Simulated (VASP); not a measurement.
# As2Se (I4_1/amd) in VASP: notebook

The runs below take As2Se through single point, with PBEsol.

Program: VASP 6.6.1. These are calculated values, not measurements. Logs are shortened: lines on timing, memory, paths and dates and some standing lists are left out, and cuts for length are marked.

### Step 1. The cell of the first run

The structure is tetragonal, space group I4_1/amd (No. 141). Conventional cell: a = 7.059 Å, b = 7.059 Å, c = 5.307 Å, α = 90.00°, β = 90.00°, γ = 90.00°. Within 3.5 Å of As (site symmetry 2/m) lie 2 Se at 2.66 Å and 4 As at 2.83 Å. Within 3.5 Å of Se (site symmetry -4m2) lie 4 As at 2.66 Å.

### Step 2. Single point, PBEsol

The input, INCAR:

```
SYSTEM = As2Se
PREC = Accurate
ENCUT = 520
EDIFF = 1E-6
ISMEAR = 0
SIGMA = 0.4
LREAL = .False.
LASPH = .True.
NELM = 100
ALGO = Normal
ISIF = 2
LWAVE = .False.
LCHARG = .False.
GGA = PS
NBANDS = 25
```

The input, KPOINTS:

```
Automatic mesh
0
Gamma
  4 4 4
  0 0 0
```

The input, POSCAR:

```
As2Se
1.0
   -3.5294180000      3.5294180000      2.6535710000
    3.5294180000     -3.5294180000      2.6535710000
    3.5294180000      3.5294180000     -2.6535710000
As Se
4 2
Direct
    0.8750000000      0.1250000000      0.7500000000
    0.3750000000      0.1250000000      0.2500000000
    0.8750000000      0.6250000000      0.7500000000
    0.8750000000      0.1250000000      0.2500000000
    0.5000000000      0.5000000000      0.0000000000
    0.2500000000      0.7500000000      0.5000000000
```

Potentials or basis: VASP PAW PBE potentials, release 64 (As, Se).

Run with:

```console
$ cat potpaw_PBE.64/As/POTCAR potpaw_PBE.64/Se/POTCAR > POTCAR
$ mpirun -np 1 vasp_std > vasp.out
```

OUTCAR:

```text
SYSTEM = As2Se
   PREC = Accurate
   ENCUT = 520
   EDIFF = 1E-6
   ISMEAR = 0
   LREAL = .False.
   LASPH = .True.
   NELM = 100
   ISIF = 2
   GGA = PS

 ion  position               nearest neighbor table
   1  0.875  0.125  0.750-   5 2.66   6 2.66   4 2.83   4 2.83   3 2.83   3 2.83
   2  0.375  0.125  0.250-   5 2.66   6 2.66   3 2.83   4 2.83   4 2.83   3 2.83
   3  0.875  0.625  0.750-   5 2.66   6 2.66   1 2.83   2 2.83   1 2.83   2 2.83
   4  0.875  0.125  0.250-   6 2.66   5 2.66   2 2.83   1 2.83   1 2.83   2 2.83
   5  0.500  0.500  0.000-   4 2.66   2 2.66   3 2.66   1 2.66
   6  0.250  0.750  0.500-   1 2.66   2 2.66   3 2.66   4 2.66

  LATTYP: Found a body centered tetragonal cell.
 ALAT       =     7.0588360000
 C/A-ratio  =     0.7518437884

  Lattice vectors:

 A1 = (  -3.5294180000,   3.5294180000,   2.6535710000)
 A2 = (   3.5294180000,  -3.5294180000,   2.6535710000)
 A3 = (   3.5294180000,   3.5294180000,  -2.6535710000)

Analysis of symmetry for initial positions (statically):
=====================================================================
 Subroutine PRICEL returns:
 Original cell was already a primitive cell.

 Routine SETGRP: Setting up the symmetry group for a
 body centered tetragonal supercell.

 Subroutine GETGRP returns: Found 16 space group operations
 (whereof  8 operations were pure point group operations)
 out of a pool of 16 trial point group operations.

The static configuration has the point symmetry D_2d.
 The point group associated with its full space group is D_4h.

Analysis of symmetry for dynamics (positions and initial velocities):
=====================================================================
 Subroutine PRICEL returns:
 Original cell was already a primitive cell.

 Routine SETGRP: Setting up the symmetry group for a
 body centered tetragonal supercell.

 Subroutine GETGRP returns: Found 16 space group operations
 (whereof  8 operations were pure point group operations)
 out of a pool of 16 trial point group operations.

The dynamic configuration has the point symmetry D_2d.
 The point group associated with its full space group is D_4h.

 Subroutine INISYM returns: Found 16 space group operations
 (whereof  8 operations are pure point group operations),
 and found     1 'primitive' translations

----------------------------------------------------------------------------------------

                                     Primitive cell

  volume of cell :     132.2199

  direct lattice vectors                    reciprocal lattice vectors
    -3.529418000  3.529418000  2.653571000     0.000000000  0.141666416  0.188425333
     3.529418000 -3.529418000  2.653571000     0.141666416  0.000000000  0.188425333
     3.529418000  3.529418000 -2.653571000     0.141666416  0.141666416  0.000000000

  length of vectors
     5.652877311  5.652877311  5.652877311     0.235740280  0.235740280  0.200346567

  position of ions in fractional coordinates (direct lattice)
     0.875000000  0.125000000  0.750000000
     0.375000000  0.125000000  0.250000000
     0.875000000  0.625000000  0.750000000
     0.875000000  0.125000000  0.250000000
     0.500000000  0.500000000  0.000000000
     0.250000000  0.750000000  0.500000000

  ion indices of the primitive-cell ions
   primitive index   ion index
                 1           1
                 2           2
                 3           3
                 4           4
                 5           5
                 6           6

----------------------------------------------------------------------------------------

 KPOINTS: Automatic mesh

Automatic generation of k-mesh.
 Grid dimensions read from file:
 generate k-points for:    4    4    4

 Generating k-lattice:

  Cartesian coordinates                     Fractional coordinates (reciprocal lattice)
     0.000000000  0.035416604  0.047106333     0.250000000 -0.000000000  0.000000000
     0.035416604  0.000000000  0.047106333    -0.000000000  0.250000000  0.000000000
     0.035416604  0.035416604  0.000000000     0.000000000  0.000000000  0.250000000

  Length of vectors
     0.058935070  0.058935070  0.050086642

  Shift w.r.t. Gamma in fractional coordinates (k-lattice)
     0.000000000  0.000000000  0.000000000

 Subroutine IBZKPT returns following result:
 ===========================================

 Found     13 irreducible k-points:

 Following reciprocal coordinates:
            Coordinates               Weight
  0.000000  0.000000  0.000000      1.000000
  0.250000 -0.000000  0.000000      8.000000
  0.500000 -0.000000  0.000000      4.000000
  0.250000  0.250000  0.000000      8.000000
  0.500000  0.250000  0.000000     16.000000
 -0.250000  0.250000  0.000000      4.000000
  0.500000  0.500000  0.000000      2.000000
  0.250000  0.250000  0.250000      2.000000
 -0.250000  0.250000  0.250000      4.000000
  0.500000  0.500000  0.250000      4.000000
 -0.250000  0.500000  0.250000      8.000000
 -0.250000 -0.250000  0.250000      2.000000
  0.500000  0.500000  0.500000      1.000000
   k-points           NKPTS =     13   k-points in BZ     NKDIM =     13   number of bands    NBANDS=     25
   number of dos      NEDOS =    301   number of ions     NIONS =      6
   total plane-waves  NPLWV =  74088
   dimension x,y,z NGX =    42 NGY =   42 NGZ =   42
   dimension x,y,z NGXF=    84 NGYF=   84 NGZF=   84
   ions per type =               4   2
   NGX,Y,Z   is equivalent  to a cutoff of  12.35, 12.35, 12.35 a.u.
   NGXF,Y,Z  is equivalent  to a cutoff of  24.70, 24.70, 24.70 a.u.
 SYSTEM =  As2Se
   PREC   = accura    normal or accurate (medium, high low for compatibility)
   ISTART =      0    job   : 0-new  1-cont  2-samecut
   ICHARG =      2    charge: 1-file 2-atom 10-const
   ISPIN  =      1    spin polarized calculation?
   LNONCOLLINEAR =      F non collinear calculations
   LSORBIT =      F    spin-orbit coupling
   LASPH  =      T    aspherical Exc in radial PAW
   ENCUT  =  520.0 eV  38.22 Ry    6.18 a.u.  10.51 10.51 10.51*2*pi/ulx,y,z
   NELM   =    100;   NELMIN=  2; NELMDL= -5     # of ELM steps
   EDIFF  = 0.1E-05   stopping-criterion for ELM
   LREAL  =      F    real-space projection
   EDIFFG = 0.1E-04   stopping-criterion for IOM
   NSW    =      0    number of steps for IOM
   IBRION =     -1    ionic relax: 0-MD 1-quasi-New 2-CG
   NFREE  =      0    steps in history (QN), initial steepest desc. (CG)
   ISIF   =      2    stress and relaxation
   ISYM   =      2    0-nonsym 1-usesym 2-fastsym
   POTIM  = 0.5000    time-step for ionic-motion
   TEBEG  =    0.0;   TEEND  =   0.0 temperature during run
   PSTRESS=    0.0 pullay stress
   NELECT =      32.0000    total number of electrons
   NUPDOWN=      -1.0000    fix difference up-down
   EMIN   =  10.00;   EMAX   =-10.00  energy-range for DOS
   EFERMI =   0.00;   METHOD = LEGACY
   ISMEAR =     0;   SIGMA  =   0.40  broadening in eV -4-tet -1-fermi 0-gaus
   EFERMI_NEDOS =   21; number of points for ismear=-14 and -15
   IALGO  =     38    algorithm
   IMIX   =      4    mixing-type and parameters
     AMIX     =   0.40;   BMIX     =  1.00
     AMIX_MAG =   1.60;   BMIX_MAG =  1.00
  volume/ion in A,a.u.               =      22.04       148.71
  Fermi-wavevector in a.u.,A,eV,Ry     =   1.020217  1.927930 14.161523  1.040843
  Thomas-Fermi vector in A             =   2.153774
   LORBIT       =      0    0 simple, 1 ext, 2 COOP (PROOUT), +10 PAW based schemes
   GGA     = PS    functional components
   LHFCALC =     F    Hartree Fock is set to
   AEXX    =    0.0000 exact exchange contribution
   IVDW    =     0    specifies the selected vdW correction
   LEPSILON=     F    determine dielectric tensor
   LRPA    =     F    only Hartree local field effects (RPA)
 non-spin polarized calculation
 Gauss-broadening in eV      SIGMA  =   0.40
  energy-cutoff  :      520.00
  volume of cell :      132.22
 maximum number of plane-waves:      3605
   NGX = 21   NGY = 21   NGZ = 21

 number of electron      31.9999999 magnetization

 Free energy of the ion-electron system (eV)
  ---------------------------------------------------
  ext. energy  EPLUGINS =         0.00000000
  ---------------------------------------------------
  free energy    TOTEN  =       -27.74691945 eV

  energy without entropy =      -27.45598906  energy(sigma->0) =      -27.60145425

 E-fermi :   4.6532     XC(G=0): -10.0845

 val. band max:        4.6437753882   @ k =  -0.2500   0.5000   0.2500
 cond. band min:       4.6682611915   @ k =   0.5000   0.5000   0.2500
 fundamental gap:      0.0244858033
 Fermi energy:         4.6532466071

 k-point     1 :       0.0000    0.0000    0.0000
  band No.  band energies     occupation
      1     -10.4537      2.00000
      2      -8.3453      2.00000
      3      -5.7876      2.00000
      4      -5.7147      2.00000
      5      -5.7147      2.00000
      6      -4.0622      2.00000
[... 17 lines left out ...]
     24      10.1103      0.00000
     25      10.6933      0.00000

 k-point     2 :       0.2500   -0.0000    0.0000
  band No.  band energies     occupation
      1     -10.0450      2.00000
      2      -8.5384      2.00000
      3      -6.7856      2.00000
      4      -5.8361      2.00000
      5      -5.8248      2.00000
      6      -4.0331      2.00000
[... 17 lines left out ...]
     24       9.4849      0.00000
     25      10.2543      0.00000

 k-point     3 :       0.5000   -0.0000    0.0000
  band No.  band energies     occupation
      1      -9.1351      2.00000
      2      -8.9202      2.00000
      3      -7.9393      2.00000
      4      -6.1801      2.00000
      5      -5.9245      2.00000
      6      -3.3497      2.00000
[... 244 lines left out ...]
 k-point    12 :      -0.2500   -0.2500    0.2500
  band No.  band energies     occupation
      1      -9.3772      2.00000
      2      -8.7788      2.00000
      3      -7.6873      2.00000
      4      -5.9385      2.00000
      5      -5.9385      2.00000
      6      -4.2768      2.00000
[... 17 lines left out ...]
     24       7.9068      0.00000
     25       9.8697      0.00000

 k-point    13 :       0.5000    0.5000    0.5000
  band No.  band energies     occupation
      1      -9.1985      2.00000
      2      -9.1985      2.00000
      3      -6.3694      2.00000
      4      -6.3694      2.00000
      5      -5.9161      2.00000
      6      -5.9161      2.00000
[... 17 lines left out ...]
     24       8.0604      0.00000
     25      11.1676      0.00000

------------------------ aborting loop because EDIFF is reached ----------------------------------------

  FORCE on cell =-STRESS in cart. coord.  units (eV):
  Direction    XX          YY          ZZ          XY          YZ          ZX
  --------------------------------------------------------------------------------------
  -------------------------------------------------------------------------------------
  Total       -2.4721528     -2.4721528     -3.5910450      0.0000000     -0.0000000      0.0000000
  in kB      -29.9563566    -29.9563566    -43.5145531      0.0000000     -0.0000000      0.0000000
  external PRESSURE =     -34.4757555 kB  Pullay stress =       0.0000000 kB

 VOLUME and BASIS-vectors are now :
 -----------------------------------------------------------------------------
  energy-cutoff  :      520.00
  volume of cell :      132.22
      direct lattice vectors                 reciprocal lattice vectors
    -3.529418000  3.529418000  2.653571000     0.000000000  0.141666416  0.188425333
     3.529418000 -3.529418000  2.653571000     0.141666416  0.000000000  0.188425333
     3.529418000  3.529418000 -2.653571000     0.141666416  0.141666416  0.000000000

 POSITION                                       TOTAL-FORCE (eV/Angst)
 -----------------------------------------------------------------------------------
      0.00000      5.29413      0.66339         0.000000      0.000000     -0.000000
     -0.00000      1.76471      0.66339         0.000000      0.000000     -0.000000
      1.76471      3.52942      1.99018         0.000000      0.000000     -0.000000
     -1.76471      3.52942      1.99018         0.000000      0.000000     -0.000000
      0.00000      0.00000      2.65357         0.000000     -0.000000     -0.000000
      3.52942     -0.00000      1.32679        -0.000000     -0.000000      0.000000
 -----------------------------------------------------------------------------------
    total drift:                               -0.000000      0.000000     -0.000000

  FREE ENERGIE OF THE ION-ELECTRON SYSTEM (eV)
  ---------------------------------------------------
  free  energy   TOTEN  =       -27.7469194527 eV

  energy  without entropy=      -27.4559890553  energy(sigma->0) =      -27.60145425
```

It took 20 s on 1 thread of Intel Xeon 6975P-C (Granite Rapids), shared host; peak memory 0.24 GiB.

What came out:

```
Free energy            : -27.7469 eV
Pressure               : -3.4 GPa
Band gap on the k mesh : zero (band 16 reaches 4.77 eV, above the bottom of band 17 at 4.58 eV)
```

Caveat: the k points lie up to 0.37 Å⁻¹ apart; the PAW data sets were made with another functional, which shifts forces and pressure a little.

(Part 1 of 2 ends here.)
